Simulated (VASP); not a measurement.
# ZnSe (F-43m) in VASP: G0W0 quasiparticle levels with PBE

Aim: the G0W0 quasiparticle levels of ZnSe with PBE.

Everything below comes from runs of VASP 6.6.1. Logs are shortened: lines on timing, memory, paths and dates and some standing lists are left out, and cuts for length are marked.

### 1 The cell of the first run

It takes space group F-43m (No. 216, cubic). Conventional cell: a = 5.665 Å, b = 5.665 Å, c = 5.665 Å, α = 90.00°, β = 90.00°, γ = 90.00°. Within 3.2 Å of Zn (site symmetry -43m) lie 4 Se at 2.45 Å. Se (site symmetry -43m) has 4 Zn at 2.45 Å within 3.2 Å.

### 2 G0W0 quasiparticle levels, PBE

File POSCAR:

```
ZnSe
1.0
    0.0000000000      2.8324206844      2.8324206844
    2.8324206844      0.0000000000      2.8324206844
    2.8324206844      2.8324206844      0.0000000000
Zn Se
1 1
Direct
    0.0000000000      0.0000000000      0.0000000000
    0.2500000000      0.2500000000      0.2500000000
```

File INCAR.step1:

```
PREC = Accurate ; ENCUT = 500
EDIFF = 1E-8 ; ISMEAR = 0
SIGMA = 0.01 ; LREAL = F
LASPH = T ; NELM = 80
ALGO = Normal ; LWAVE = T
LCHARG = F ; GGA = PE
```

File INCAR.step2:

```
PREC = Accurate ; ENCUT = 500
EDIFF = 1E-8 ; ISMEAR = 0
SIGMA = 0.01 ; LREAL = F
LASPH = T ; NELM = 1
ALGO = Exact ; LWAVE = T
LCHARG = F ; GGA = PE
NBANDS = 112 ; LOPTICS = T
ISTART = 1
```

File INCAR.step3:

```
PREC = Accurate ; ENCUT = 500
EDIFF = 1E-8 ; ISMEAR = 0
SIGMA = 0.01 ; LREAL = F
LASPH = T ; ALGO = EVGW0
LWAVE = F ; LCHARG = F
GGA = PE ; NELMGW = 1
NBANDS = 112 ; ENCUTGW = 100.0
NOMEGA = 96 ; PRECFOCK = Fast
ISTART = 1 ; NBANDSGW = 17
OMEGAMAX = 20
```

File KPOINTS:

```
Automatic mesh
0
Gamma
  6 6 6
```

Potentials or basis: VASP PAW PBE potentials, release 64 (Zn_GW, Se_GW).

Run with:

```
cat potpaw_PBE.64/Zn_GW/POTCAR potpaw_PBE.64/Se_GW/POTCAR > POTCAR
cp INCAR.step1 INCAR
mpirun -np 1 vasp_std > vasp.out
cp INCAR.step2 INCAR
mpirun -np 1 vasp_std > vasp.out
cp INCAR.step3 INCAR
mpirun -np 1 vasp_std > vasp.out
```

OUTCAR:

```text
PREC = Accurate
   ENCUT = 500
   EDIFF = 1E-8
   ISMEAR = 0
   LREAL = F
   LASPH = T
   GGA = PE
   NELMGW = 1
   ENCUTGW = 100.0
   PRECFOCK = Fast
   ISTART = 1

 ion  position               nearest neighbor table
   1  0.000  0.000  0.000-   2 2.45   2 2.45   2 2.45   2 2.45
   2  0.250  0.250  0.250-   1 2.45   1 2.45   1 2.45   1 2.45

  LATTYP: Found a face centered cubic cell.
 ALAT       =     5.6648413688

  Lattice vectors:

 A1 = (   0.0000000000,   2.8324206844,   2.8324206844)
 A2 = (   2.8324206844,   0.0000000000,   2.8324206844)
 A3 = (   2.8324206844,   2.8324206844,   0.0000000000)

Analysis of symmetry for initial positions (statically):
=====================================================================
 Subroutine PRICEL returns:
 Original cell was already a primitive cell.

 Routine SETGRP: Setting up the symmetry group for a
 face centered cubic supercell.

 Subroutine GETGRP returns: Found 24 space group operations
 (whereof 24 operations were pure point group operations)
 out of a pool of 48 trial point group operations.

The static configuration has the point symmetry T_d .

Analysis of symmetry for dynamics (positions and initial velocities):
=====================================================================
 Subroutine PRICEL returns:
 Original cell was already a primitive cell.

 Routine SETGRP: Setting up the symmetry group for a
 face centered cubic supercell.

 Subroutine GETGRP returns: Found 24 space group operations
 (whereof 24 operations were pure point group operations)
 out of a pool of 48 trial point group operations.

The dynamic configuration has the point symmetry T_d .

 Subroutine INISYM returns: Found 24 space group operations
 (whereof 24 operations are pure point group operations),
 and found     1 'primitive' translations

----------------------------------------------------------------------------------------

                                     Primitive cell

  volume of cell :      45.4468

  direct lattice vectors                    reciprocal lattice vectors
     0.000000000  2.832420684  2.832420684    -0.176527450  0.176527450  0.176527450
     2.832420684  0.000000000  2.832420684     0.176527450 -0.176527450  0.176527450
     2.832420684  2.832420684  0.000000000     0.176527450  0.176527450 -0.176527450

  length of vectors
     4.005647746  4.005647746  4.005647746     0.305754512  0.305754512  0.305754512

  position of ions in fractional coordinates (direct lattice)
     0.000000000  0.000000000  0.000000000
     0.250000000  0.250000000  0.250000000

  ion indices of the primitive-cell ions
   primitive index   ion index
                 1           1
                 2           2

----------------------------------------------------------------------------------------

 KPOINTS: Automatic mesh

Automatic generation of k-mesh.
 Grid dimensions read from file:
 generate k-points for:    6    6    6

 Generating k-lattice:

  Cartesian coordinates                     Fractional coordinates (reciprocal lattice)
    -0.029421242  0.029421242  0.029421242     0.166666667  0.000000000  0.000000000
     0.029421242 -0.029421242  0.029421242     0.000000000  0.166666667  0.000000000
     0.029421242  0.029421242 -0.029421242     0.000000000  0.000000000  0.166666667

  Length of vectors
     0.050959085  0.050959085  0.050959085

  Shift w.r.t. Gamma in fractional coordinates (k-lattice)
     0.000000000  0.000000000  0.000000000

 Subroutine IBZKPT returns following result:
 ===========================================

 Found     16 irreducible k-points:

 Following reciprocal coordinates:
            Coordinates               Weight
  0.000000  0.000000  0.000000      1.000000
  0.166667  0.000000  0.000000      8.000000
  0.333333  0.000000  0.000000      8.000000
  0.500000  0.000000  0.000000      4.000000
  0.166667  0.166667  0.000000      6.000000
  0.333333  0.166667  0.000000     24.000000
[... 8 lines left out ...]
 -0.333333  0.333333  0.166667     24.000000
 -0.333333  0.500000  0.166667     12.000000
   k-points           NKPTS =     16   k-points in BZ     NKDIM =    216   number of bands    NBANDS=    112
   number of dos      NEDOS =    301   number of ions     NIONS =      2
   total plane-waves  NPLWV =  27000
   dimension x,y,z NGX =    30 NGY =   30 NGZ =   30
   dimension x,y,z NGXF=    60 NGYF=   60 NGZF=   60
   ions per type =               1   1
   NGX,Y,Z   is equivalent  to a cutoff of  12.45, 12.45, 12.45 a.u.
   NGXF,Y,Z  is equivalent  to a cutoff of  24.90, 24.90, 24.90 a.u.
 SYSTEM =  unknown system
   PREC   = accura    normal or accurate (medium, high low for compatibility)
   ISTART =      1    job   : 0-new  1-cont  2-samecut
   ICHARG =      0    charge: 1-file 2-atom 10-const
   ISPIN  =      1    spin polarized calculation?
   LNONCOLLINEAR =      F non collinear calculations
   LSORBIT =      F    spin-orbit coupling
   LASPH  =      T    aspherical Exc in radial PAW
   ENCUT  =  500.0 eV  36.75 Ry    6.06 a.u.   7.30  7.30  7.30*2*pi/ulx,y,z
   NELM   =     60;   NELMIN=  2; NELMDL=  0     # of ELM steps
   EDIFF  = 0.1E-07   stopping-criterion for ELM
   LREAL  =      F    real-space projection
   EDIFFG = 0.1E-06   stopping-criterion for IOM
   NSW    =      0    number of steps for IOM
   IBRION =     -1    ionic relax: 0-MD 1-quasi-New 2-CG
   NFREE  =      0    steps in history (QN), initial steepest desc. (CG)
   ISIF   =      0    stress and relaxation
   ISYM   =      3    0-nonsym 1-usesym 2-fastsym
   POTIM  = 0.5000    time-step for ionic-motion
   TEBEG  =    0.0;   TEEND  =   0.0 temperature during run
   PSTRESS=    0.0 pullay stress
   NELECT =      18.0000    total number of electrons
   NUPDOWN=      -1.0000    fix difference up-down
   EMIN   =  10.00;   EMAX   =-10.00  energy-range for DOS
   EFERMI =   0.00;   METHOD = LEGACY
   ISMEAR =     0;   SIGMA  =   0.01  broadening in eV -4-tet -1-fermi 0-gaus
   EFERMI_NEDOS =   21; number of points for ismear=-14 and -15
   IALGO  =     38    algorithm
   IMIX   =      4    mixing-type and parameters
     AMIX     =   0.40;   BMIX     =  1.00
     AMIX_MAG =   1.60;   BMIX_MAG =  1.00
  volume/ion in A,a.u.               =      22.72       153.35
  Fermi-wavevector in a.u.,A,eV,Ry     =   1.202259  2.271939 19.666213  1.445426
  Thomas-Fermi vector in A             =   2.338045
   LORBIT       =      0    0 simple, 1 ext, 2 COOP (PROOUT), +10 PAW based schemes
   GGA     = PE    functional components
   LHFCALC =     T    Hartree Fock is set to
   PRECFOCK=fast      Normal, Fast or Accurate (Low or Medium for compatibility)
   ENCUT4O =  -1.0   cutoff for four orbital integrals eV
   NKREDX  =     1    reduce k-point grid by
   NKREDY  =     1    reduce k-point grid by
   NKREDZ  =     1    reduce k-point grid by
   AEXX    =    1.0000 exact exchange contribution
   HFSCREEN=    0.0000 screening length (either q_TF or 0.3 A-1)
   HFSCREENC=   0.0000 screening length for correlation (either q_TF or 0.3 A-1)
   ENCUTFOCK=  -1.0 apply spherical cutoff to Coloumb kernel
   IVDW    =     0    specifies the selected vdW correction
   LEPSILON=     F    determine dielectric tensor
   LRPA    =     F    only Hartree local field effects (RPA)
   LRPAFORCE           =     F    calculate RPA forces
   ENCUTGW             = 100.0    cutoff for response function in eV
   ENCUTGWSOFT         =  80.0    soft cutoff for Coulomb kernel in GW response function in eV
   ENCUTLF             =  -1.0    cutoff for local field effects
   NELMGW              =     1    number of iterations in solving QP/BSE equation
   NELMHF              =     1    number of iterations in the inner HF iteration
   NKREDLFX            =     1    NKREDLFY  =   1   NKREDLFZ  =   1
 non-spin polarized calculation
 Gauss-broadening in eV      SIGMA  =   0.01
  energy-cutoff  :      500.00
  volume of cell :       45.45
 maximum number of plane-waves:      1167
 NGX is ok and might be reduce to    30
  NGX = 18; NGY = 18; NGZ = 18
   NGX = 15   NGY = 15   NGZ = 15
 maximum number of plane-waves:       113
 NGX is ok and might be reduce to    16

 QP shifts <psi_nk| G(iteration)W_0 |psi_nk>: iteration 1
 for sc-GW calculations column KS-energies equals QP-energies in previous step
 and V_xc(KS)=  KS-energies - (<T + V_ion + V_H > + <T+V_H+V_ion>^1  + <V_x>^1)

 k-point   1 :       0.0000    0.0000    0.0000
  band No.  KS-energies  QP-energies   sigma(KS)   V_xc(KS)     V^pw_x(r,r')   Z            occupation Imag(sigma)

      1     -10.6056     -10.9960     -12.9142     -12.3165     -19.8532       0.6532       2.0000       1.0558
      2      -3.8882      -5.7194     -22.3915     -19.6751     -30.8317       0.6741       2.0000       0.1474
      3      -3.8882      -5.7194     -22.3915     -19.6751     -30.8317       0.6741       2.0000       0.1474
      4      -3.8882      -5.7194     -22.3915     -19.6751     -30.8317       0.6741       2.0000       0.1474
      5      -3.5171      -5.4713     -23.3685     -20.4975     -32.0537       0.6807       2.0000       0.1273
      6      -3.5171      -5.4713     -23.3685     -20.4975     -32.0537       0.6807       2.0000       0.1273
[... 9 lines left out ...]
     16      14.1214      14.3824      -9.9881     -10.3345      -5.0229       0.7534       0.0000      -0.2532
     17      15.7144      15.6133      -7.7643      -7.6316      -2.2873       0.7617       0.0000      -0.4780

 k-point   2 :       0.1667    0.0000    0.0000
  band No.  KS-energies  QP-energies   sigma(KS)   V_xc(KS)     V^pw_x(r,r')   Z            occupation Imag(sigma)

      1     -10.4306     -10.8218     -13.0238     -12.4270     -19.8988       0.6555       2.0000       1.0369
      2      -3.8722      -5.6775     -22.0767     -19.4025     -30.3833       0.6751       2.0000       0.1514
      3      -3.8618      -5.6989     -22.4498     -19.7279     -30.9038       0.6749       2.0000       0.1471
      4      -3.8618      -5.6989     -22.4498     -19.7279     -30.9038       0.6749       2.0000       0.1471
      5      -3.5190      -5.4703     -23.3595     -20.4901     -32.0454       0.6801       2.0000       0.1276
      6      -3.5190      -5.4703     -23.3595     -20.4901     -32.0454       0.6801       2.0000       0.1276
[... 9 lines left out ...]
     16      13.6791      13.7495      -7.8155      -7.9092      -2.4610       0.7521       0.0000      -0.2949
     17      15.2319      15.2524      -7.9302      -7.9574      -2.5144       0.7556       0.0000      -0.3911

 k-point   3 :       0.3333    0.0000    0.0000
  band No.  KS-energies  QP-energies   sigma(KS)   V_xc(KS)     V^pw_x(r,r')   Z            occupation Imag(sigma)

      1     -10.0378     -10.4276     -13.3127     -12.7250     -20.0603       0.6632       2.0000       0.9902
      2      -3.8169      -5.6648     -22.5465     -19.8122     -31.0218       0.6758       2.0000       0.1461
      3      -3.8169      -5.6648     -22.5465     -19.8122     -31.0218       0.6758       2.0000       0.1461
      4      -3.7182      -5.4734     -21.4638     -18.8824     -29.4705       0.6800       2.0000       0.1592
      5      -3.5106      -5.4616     -23.3823     -20.5136     -32.0819       0.6801       2.0000       0.1286
      6      -3.5106      -5.4616     -23.3823     -20.5136     -32.0819       0.6801       2.0000       0.1286
[... 9 lines left out ...]
     16      13.7067      13.8926      -9.3916      -9.6378      -4.3326       0.7549       0.0000      -0.2746
     17      18.1280      18.3858      -9.1157      -9.4602      -3.0125       0.7485       0.0000      -0.6985

 k-point   4 :       0.5000    0.0000    0.0000
  band No.  KS-energies  QP-energies   sigma(KS)   V_xc(KS)     V^pw_x(r,r')   Z            occupation Imag(sigma)

      1      -9.8135     -10.2003     -13.5159     -12.9350     -20.2015       0.6659       2.0000       0.9594
      2      -3.8005      -5.6525     -22.5779     -19.8381     -31.0593       0.6760       2.0000       0.1453
      3      -3.8005      -5.6525     -22.5779     -19.8381     -31.0593       0.6760       2.0000       0.1453
      4      -3.4988      -5.4530     -23.4215     -20.5519     -32.1364       0.6810       2.0000       0.1293
      5      -3.4988      -5.4530     -23.4215     -20.5519     -32.1364       0.6810       2.0000       0.1293
      6      -3.3584      -5.2723     -23.2394     -20.4263     -31.8705       0.6803       2.0000       0.1401
[... 205 lines left out ...]
      2      -3.7960      -5.5999     -21.9872     -19.3273     -30.2240       0.6782       2.0000       0.1522
      3      -3.7493      -5.6139     -22.6361     -19.8873     -31.1292       0.6783       2.0000       0.1453
      4      -3.6483      -5.4970     -22.4601     -19.7379     -30.8450       0.6791       2.0000       0.1465
      5      -3.5009      -5.4500     -23.3467     -20.4843     -32.0345       0.6810       2.0000       0.1291
      6      -3.4510      -5.3463     -22.9884     -20.2056     -31.5129       0.6811       2.0000       0.1377
[... 9 lines left out ...]
     16      16.9481      17.2812     -10.0690     -10.5138      -4.1761       0.7491       0.0000      -0.5945
     17      17.6497      17.7195      -8.1557      -8.2475      -2.5346       0.7611       0.0000      -0.5300

 k-point  15 :      -0.3333    0.3333    0.1667
  band No.  KS-energies  QP-energies   sigma(KS)   V_xc(KS)     V^pw_x(r,r')   Z            occupation Imag(sigma)

      1      -9.6117      -9.9986     -13.6836     -13.1100     -20.3191       0.6747       2.0000       0.9372
      2      -3.7756      -5.6157     -22.3288     -19.6191     -30.6977       0.6791       2.0000       0.1480
      3      -3.7202      -5.5916     -22.7396     -19.9809     -31.2642       0.6784       2.0000       0.1446
      4      -3.5532      -5.4870     -23.2247     -20.3776     -31.8964       0.6792       2.0000       0.1345
      5      -3.5236      -5.4524     -23.2127     -20.3717     -31.8502       0.6789       2.0000       0.1313
      6      -3.2736      -5.1704     -23.1634     -20.3890     -31.7052       0.6837       2.0000       0.1413
[... 9 lines left out ...]
     16      16.6637      17.0355     -10.1613     -10.6552      -4.3822       0.7526       0.0000      -0.5639
     17      17.6165      17.7062      -8.4148      -8.5333      -2.6751       0.7566       0.0000      -0.5736

 k-point  16 :      -0.3333    0.5000    0.1667
  band No.  KS-energies  QP-energies   sigma(KS)   V_xc(KS)     V^pw_x(r,r')   Z            occupation Imag(sigma)

      1      -9.5405      -9.9286     -13.7466     -13.1762     -20.3660       0.6804       2.0000       0.9320
      2      -3.7909      -5.5904     -21.8383     -19.1904     -30.0119       0.6796       2.0000       0.1533
      3      -3.6711      -5.5710     -23.0319     -20.2326     -31.6667       0.6787       2.0000       0.1423
      4      -3.5983      -5.4935     -22.9620     -20.1704     -31.5301       0.6789       2.0000       0.1401
      5      -3.5029      -5.4486     -23.3456     -20.4854     -32.0324       0.6802       2.0000       0.1296
      6      -3.2457      -5.1558     -23.2673     -20.4757     -31.8573       0.6842       2.0000       0.1410
[... 9 lines left out ...]
     16      16.8255      16.9491      -9.2519      -9.4159      -3.6025       0.7534       0.0000      -0.5473
     17      17.1889      17.5683      -9.6956     -10.1998      -3.8808       0.7525       0.0000      -0.5574
```

Wall time 9.6 min (1 thread of Intel Xeon 6975P-C (Granite Rapids), shared host); peak memory 0.78 GiB.

What came out:

- Quasiparticle gap: 2.46 eV
- Least direct quasiparticle gap: 2.46 eV
- Band gap of the starting levels on the mesh: 1.28 eV
- Least direct gap of the starting levels on the mesh: 1.28 eV

Caveat: bands, screening cutoff and mesh are small and nothing is extrapolated, so the quasiparticle values aren't converged.
